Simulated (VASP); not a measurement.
# YF5 (P6/mmm) in VASP: single point with PBE

Aim: the single point of YF5 with PBE.

Program: VASP 6.6.1. These are calculated values, not measurements. Logs are shortened: lines on timing, memory, paths and dates and some standing lists are left out, and cuts for length are marked.

## Step 1: The cell of the first run

The structure is hexagonal, space group P6/mmm (No. 191). The conventional cell has a = 6.352 Å, b = 6.352 Å, c = 6.163 Å, α = 90.00°, β = 90.00°, γ = 120.00°. Y (site symmetry 6/mmm) has 2 F at 1.93 Å within 2.6 Å. Within 4.2 Å of F (site symmetry mmm) lie 8 F at 3.18 to 3.38 Å. F (site symmetry 6mm) has 1 Y at 1.93 Å and 1 F at 2.31 Å within 2.6 Å.

The cell was generated, and may not be a known phase.

## Step 2: Single point, PBE, collinear spin

Input file INCAR:

```
SYSTEM = YF5
PREC     = Accurate       ! precision mode
ENCUT    = 520            ! plane-wave cutoff, eV
EDIFF    = 1E-7           ! SCF threshold, eV
ISMEAR   = 0              ! smearing method
SIGMA    = 0.1            ! smearing width, eV
LREAL    = .FALSE.        ! projectors in reciprocal space
LASPH    = .TRUE.         ! aspherical terms in the spheres
NELM     = 150            ! most SCF steps
ALGO     = Normal         ! electronic algorithm
ISIF     = 2              ! what is computed and relaxed
LWAVE    = .FALSE.        ! write WAVECAR
LCHARG   = .FALSE.        ! write CHGCAR
ISPIN    = 2              ! spin polarisation
MAGMOM   = 0 0.74 0.74 0.74 0 0 ! initial moments
LORBIT   = 11             ! projections on sites
LMAXMIX  = 4              ! l up to which the mixer works
GGA      = PE             ! functional
NBANDS   = 36             ! bands
```

Input file KPOINTS:

```
regular mesh
0
G
  6 6 6
  0 0 0
```

Input file POSCAR:

```
YF5
1.0
    6.3523723510      0.0000000000      0.0000000000
   -3.1761861754      5.5013158302      0.0000000000
    0.0000000000      0.0000000000      6.1626040675
Y F
1 5
Direct
    0.0000000000      0.0000000000      0.0000000000
    0.5000000000      0.0000000000      0.5000000000
    0.0000000000      0.5000000000      0.5000000000
    0.5000000000      0.5000000000      0.5000000000
    0.0000000000      0.0000000000      0.6872735918
    0.0000000000      0.0000000000      0.3127264082
```

Potentials or basis: VASP PAW PBE potentials, release 64 (Y_sv, F).

Run with:

```bash
$ cat potpaw_PBE.64/Y_sv/POTCAR potpaw_PBE.64/F/POTCAR > POTCAR
$ mpirun -np 1 vasp_std > vasp.out
```

OUTCAR:

```text
SYSTEM = YF5
   PREC = Accurate
   ENCUT = 520
   EDIFF = 1E-7
   ISMEAR = 0
   LREAL = .FALSE.
   LASPH = .TRUE.
   NELM = 150
   ISIF = 2
   ISPIN = 2
   LORBIT = 11
   GGA = PE

 ion  position               nearest neighbor table
   1  0.000  0.000  0.000-   5 1.93   6 1.93
   2  0.500  0.000  0.500-
   3  0.000  0.500  0.500-
   4  0.500  0.500  0.500-
   5  0.000  0.000  0.687-   1 1.93
   6  0.000  0.000  0.313-   1 1.93

  LATTYP: Found a hexagonal cell.
 ALAT       =     6.3523723510
 C/A-ratio  =     0.9701263917

  Lattice vectors:

 A1 = (   6.3523723510,   0.0000000000,   0.0000000000)
 A2 = (  -3.1761861754,   5.5013158302,   0.0000000000)
 A3 = (   0.0000000000,   0.0000000000,   6.1626040675)

Analysis of symmetry for initial positions (statically):
=====================================================================
 Subroutine PRICEL returns:
 Original cell was already a primitive cell.

 Routine SETGRP: Setting up the symmetry group for a
 hexagonal supercell.

 Subroutine GETGRP returns: Found 24 space group operations
 (whereof 24 operations were pure point group operations)
 out of a pool of 24 trial point group operations.

The static configuration has the point symmetry D_6h.

Analysis of symmetry for dynamics (positions and initial velocities):
=====================================================================
 Subroutine PRICEL returns:
 Original cell was already a primitive cell.

 Routine SETGRP: Setting up the symmetry group for a
 hexagonal supercell.

 Subroutine GETGRP returns: Found 24 space group operations
 (whereof 24 operations were pure point group operations)
 out of a pool of 24 trial point group operations.

The dynamic configuration has the point symmetry D_6h.

Analysis of structural, dynamic, and magnetic symmetry:
=====================================================================
 Subroutine PRICEL returns:
 Original cell was already a primitive cell.

 Routine SETGRP: Setting up the symmetry group for a
 hexagonal supercell.

 Subroutine GETGRP returns: Found 24 space group operations
 (whereof 24 operations were pure point group operations)
 out of a pool of 24 trial point group operations.

The overall configuration has the point symmetry D_6h.

 Subroutine INISYM returns: Found 24 space group operations
 (whereof 24 operations are pure point group operations),
 and found     1 'primitive' translations

----------------------------------------------------------------------------------------

                                     Primitive cell

  volume of cell :     215.3609

  direct lattice vectors                    reciprocal lattice vectors
     6.352372351  0.000000000  0.000000000     0.157421503  0.090887347  0.000000000
    -3.176186175  5.501315830  0.000000000     0.000000000  0.181774694  0.000000000
     0.000000000  0.000000000  6.162604068     0.000000000  0.000000000  0.162269065

  length of vectors
     6.352372351  6.352372351  6.162604068     0.181774694  0.181774694  0.162269065

  position of ions in fractional coordinates (direct lattice)
     0.000000000  0.000000000  0.000000000
     0.500000000  0.000000000  0.500000000
     0.000000000  0.500000000  0.500000000
     0.500000000  0.500000000  0.500000000
     0.000000000  0.000000000  0.687273592
     0.000000000  0.000000000  0.312726408

  ion indices of the primitive-cell ions
   primitive index   ion index
                 1           1
                 2           2
                 3           3
                 4           4
                 5           5
                 6           6

[... 27 lines left out ...]
            Coordinates               Weight
  0.000000  0.000000  0.000000      1.000000
  0.166667 -0.000000  0.000000      6.000000
  0.333333 -0.000000  0.000000      6.000000
  0.500000 -0.000000  0.000000      3.000000
  0.166667  0.166667  0.000000      6.000000
  0.333333  0.166667  0.000000     12.000000
[... 16 lines left out ...]
  0.166667 -0.000000  0.500000      6.000000
  0.333333 -0.000000  0.500000      6.000000
 [... further k-points ...]
   k-points           NKPTS =     28   k-points in BZ     NKDIM =     28   number of bands    NBANDS=     36
   number of dos      NEDOS =    301   number of ions     NIONS =      6
   total plane-waves  NPLWV = 110592
   dimension x,y,z NGX =    48 NGY =   48 NGZ =   48
   dimension x,y,z NGXF=    96 NGYF=   96 NGZF=   96
   ions per type =               1   5
   NGX,Y,Z   is equivalent  to a cutoff of  12.56, 12.56, 12.95 a.u.
   NGXF,Y,Z  is equivalent  to a cutoff of  25.12, 25.12, 25.90 a.u.
 SYSTEM =  YF5
   PREC   = accura    normal or accurate (medium, high low for compatibility)
   ISTART =      0    job   : 0-new  1-cont  2-samecut
   ICHARG =      2    charge: 1-file 2-atom 10-const
   ISPIN  =      2    spin polarized calculation?
   LNONCOLLINEAR =      F non collinear calculations
   LSORBIT =      F    spin-orbit coupling
   LASPH  =      T    aspherical Exc in radial PAW
   ENCUT  =  520.0 eV  38.22 Ry    6.18 a.u.  11.81 11.81 11.46*2*pi/ulx,y,z
   NELM   =    150;   NELMIN=  2; NELMDL= -5     # of ELM steps
   EDIFF  = 0.1E-06   stopping-criterion for ELM
   LREAL  =      F    real-space projection
   EDIFFG = 0.1E-05   stopping-criterion for IOM
   NSW    =      0    number of steps for IOM
   IBRION =     -1    ionic relax: 0-MD 1-quasi-New 2-CG
   NFREE  =      0    steps in history (QN), initial steepest desc. (CG)
   ISIF   =      2    stress and relaxation
   ISYM   =      2    0-nonsym 1-usesym 2-fastsym
   POTIM  = 0.5000    time-step for ionic-motion
   TEBEG  =    0.0;   TEEND  =   0.0 temperature during run
   PSTRESS=    0.0 pullay stress
   NELECT =      46.0000    total number of electrons
   NUPDOWN=      -1.0000    fix difference up-down
   EMIN   =  10.00;   EMAX   =-10.00  energy-range for DOS
   EFERMI =   0.00;   METHOD = LEGACY
   ISMEAR =     0;   SIGMA  =   0.10  broadening in eV -4-tet -1-fermi 0-gaus
   EFERMI_NEDOS =   21; number of points for ismear=-14 and -15
   IALGO  =     38    algorithm
   IMIX   =      4    mixing-type and parameters
     AMIX     =   0.40;   BMIX     =  1.00
     AMIX_MAG =   1.60;   BMIX_MAG =  1.00
  volume/ion in A,a.u.               =      35.89       242.22
  Fermi-wavevector in a.u.,A,eV,Ry     =   0.978600  1.849286 13.029726  0.957658
  Thomas-Fermi vector in A             =   2.109388
   LORBIT       =     11    0 simple, 1 ext, 2 COOP (PROOUT), +10 PAW based schemes
   GGA     = PE    functional components
   LHFCALC =     F    Hartree Fock is set to
   AEXX    =    0.0000 exact exchange contribution
   IVDW    =     0    specifies the selected vdW correction
   LEPSILON=     F    determine dielectric tensor
   LRPA    =     F    only Hartree local field effects (RPA)
 spin polarized calculation
 Gauss-broadening in eV      SIGMA  =   0.10
  energy-cutoff  :      520.00
  volume of cell :      215.36
 maximum number of plane-waves:      5849
 NGX is ok and might be reduce to    48
   NGX = 23   NGY = 23   NGZ = 23

 number of electron      46.0000005 magnetization       2.0000075

 Free energy of the ion-electron system (eV)
  ---------------------------------------------------
  ext. energy  EPLUGINS =         0.00000000
  ---------------------------------------------------
  free energy    TOTEN  =       -22.95921648 eV

  energy without entropy =      -22.93651832  energy(sigma->0) =      -22.94786740

 E-fermi :  -4.3709     XC(G=0):  -5.2720

 val. band max:       -4.3902306627   @ k =   0.1667  -0.0000   0.5000
 cond. band min:      -4.3641480641   @ k =   0.0000   0.0000   0.0000
 fundamental gap:      0.0260825986
 Fermi energy:        -4.3709221215

 spin component 1

 k-point     1 :       0.0000    0.0000    0.0000
  band No.  band energies     occupation
      1     -46.9871      1.00000
      2     -28.5975      1.00000
      3     -27.1232      1.00000
      4     -27.1232      1.00000
      5     -25.6180      1.00000
      6     -24.4957      1.00000
[... 901 lines left out ...]
     34       5.2941      0.00000
     35       6.2071      0.00000

 [... further k-points ...]

 spin component 2

 k-point     1 :       0.0000    0.0000    0.0000
  band No.  band energies     occupation
      1     -46.9876      1.00000
      2     -28.5980      1.00000
      3     -27.1242      1.00000
      4     -27.1242      1.00000
      5     -25.6181      1.00000
      6     -23.2851      1.00000
[... 901 lines left out ...]
     34       5.4526      0.00000
     35       6.2349      0.00000

 [... further k-points ...]

 [bands above 35 left out]

------------------------ aborting loop because EDIFF is reached ----------------------------------------

  FORCE on cell =-STRESS in cart. coord.  units (eV):
  Direction    XX          YY          ZZ          XY          YZ          ZX
  --------------------------------------------------------------------------------------
  -------------------------------------------------------------------------------------
  Total       -0.1582768     -0.1582768      0.1305485     -0.0000000      0.0000000      0.0000000
  in kB       -1.1775005     -1.1775005      0.9712159     -0.0000000      0.0000000      0.0000000
  external PRESSURE =      -0.4612617 kB  Pullay stress =       0.0000000 kB

 VOLUME and BASIS-vectors are now :
 -----------------------------------------------------------------------------
  energy-cutoff  :      520.00
  volume of cell :      215.36
      direct lattice vectors                 reciprocal lattice vectors
     6.352372351  0.000000000  0.000000000     0.157421503  0.090887347  0.000000000
    -3.176186175  5.501315830  0.000000000     0.000000000  0.181774694  0.000000000
     0.000000000  0.000000000  6.162604068     0.000000000  0.000000000  0.162269065

 POSITION                                       TOTAL-FORCE (eV/Angst)
 -----------------------------------------------------------------------------------
      0.00000      0.00000      0.00000         0.000000     -0.000000      0.000000
      3.17619      0.00000      3.08130         0.000000     -0.000000      0.000000
     -1.58809      2.75066      3.08130         0.000000     -0.000000      0.000000
      1.58809      2.75066      3.08130         0.000000     -0.000000      0.000000
      0.00000      0.00000      4.23540        -0.000000     -0.000000     -0.093841
      0.00000      0.00000      1.92721         0.000000      0.000000      0.093841
 -----------------------------------------------------------------------------------
    total drift:                                0.000000     -0.000000     -0.000000

  FREE ENERGIE OF THE ION-ELECTRON SYSTEM (eV)
  ---------------------------------------------------
  free  energy   TOTEN  =       -22.9592164845 eV

  energy  without entropy=      -22.9365183216  energy(sigma->0) =      -22.94786740

 total charge

# of ion       s       p       d       f       tot
--------------------------------------------------
    1        2.092   6.512   1.079   0.264   9.947
    2        1.751   4.104   0.000   0.000   5.855
    3        1.751   4.104   0.000   0.000   5.855
    4        1.751   4.104   0.000   0.000   5.855
    5        1.752   4.331   0.000   0.000   6.083
    6        1.752   4.331   0.000   0.000   6.083
--------------------------------------------------
tot         10.848  27.488   1.079   0.264  39.679

 magnetization (x)

# of ion       s       p       d       f       tot
--------------------------------------------------
    1       -0.000  -0.000  -0.001  -0.000  -0.001
    2        0.003   0.582   0.000   0.000   0.585
    3        0.003   0.582   0.000   0.000   0.585
    4        0.003   0.582   0.000   0.000   0.585
    5       -0.000  -0.000   0.000   0.000  -0.000
    6       -0.000  -0.000   0.000   0.000  -0.000
--------------------------------------------------
tot          0.009   1.744  -0.001  -0.000   1.753
```

It took 9.3 min on 1 thread of Intel Xeon Platinum 8488C (Sapphire Rapids), shared host; peak memory 0.59 GiB.

Results:

```yaml
Free_energy: -22.9592 eV
Pressure: 0.0 GPa
Largest_force: 0.094 eV/Å
Band_gap_on_the_k_mesh: zero (filled and empty bands overlap)
Net_moment: 2.00 μB per cell
Site_moments: Y -0.00; F +0.58, -0.00 (each value once) μB
Valence_electrons_inside_the_program's_atomic_spheres: Y 9.95; F 5.86, 6.08 (each value once)
```

Forces on the atoms (eV/Å):
```
Y    0.000  0.000  0.000
F    0.000  0.000  0.000
F    0.000  0.000  0.000
F    0.000  0.000  0.000
F    0.000  0.000 -0.094
F    0.000  0.000  0.094
```

Stress tensor (GPa, compression positive):
```
-0.12  0.00  0.00
 0.00 -0.12  0.00
 0.00  0.00  0.10
```

The gap in the log of VASP goes by the Fermi energy; the results here count the filled bands.